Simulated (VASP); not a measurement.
A run of VASP 6.6.1 is set up as follows.

Contents of POSCAR:

```
Re
1.0
    2.7653363785      0.0000000000      0.0000000000
   -1.3826681893      2.3948515538      0.0000000000
    0.0000000000      0.0000000000      4.4735766300
Re
2
Direct
    0.3333333333      0.6666666667      0.2500000000
    0.6666666667      0.3333333333      0.7500000000
```

Contents of INCAR.step1:

```
SYSTEM = Re
PREC = Accurate
ENCUT = 520
ISMEAR = -1
SIGMA = 0.08
LREAL = .FALSE.
LASPH = .TRUE.
NELM = 60
NBANDS = 14
GGA = PE
ALGO = Normal
EDIFF = 1E-4
LWAVE = .TRUE.
LCHARG = .FALSE.
```

The input INCAR.step2:

```
SYSTEM = Re
PREC = Accurate
ENCUT = 520
EDIFF = 1E-8
ISMEAR = -1
SIGMA = 0.08
LREAL = .FALSE.
LASPH = .TRUE.
NELM = 60
ALGO = Normal
ISIF = 2
LWAVE = .FALSE.
LCHARG = .FALSE.
METAGGA = R2SCAN
LMIXTAU = .TRUE.
LEFG = .TRUE.
NBANDS = 14
ISTART = 1
```

Contents of KPOINTS:

```
regular mesh
0
G
  14 14 8
  0 0 0
```

Potentials or basis: VASP PAW PBE potentials, release 64 (Re).

The run is started by

```console
$ cat potpaw_PBE.64/Re/POTCAR > POTCAR
$ cp INCAR.step1 INCAR
$ mpirun -np 1 vasp_std > vasp.out
$ cp INCAR.step2 INCAR
$ mpirun -np 1 vasp_std > vasp.out
```

Predict the band gap on the k mesh.

zero (band 7 reaches 9.23 eV, above the bottom of band 8 at 5.87 eV).

Predict the pressure.

-2.9 GPa.

Stress tensor (GPa, compression positive):
```
-2.97  0.00  0.00
 0.00 -2.97  0.00
 0.00  0.00 -2.69
```

Caveat: without QUAD_EFG the Cq values of the log hold for a quadrupole moment of 1 mb, not for the nuclei; the PAW data sets were made with another functional, which shifts forces and pressure a little; spin-orbit coupling is left out, which moves the levels of the heavy elements.
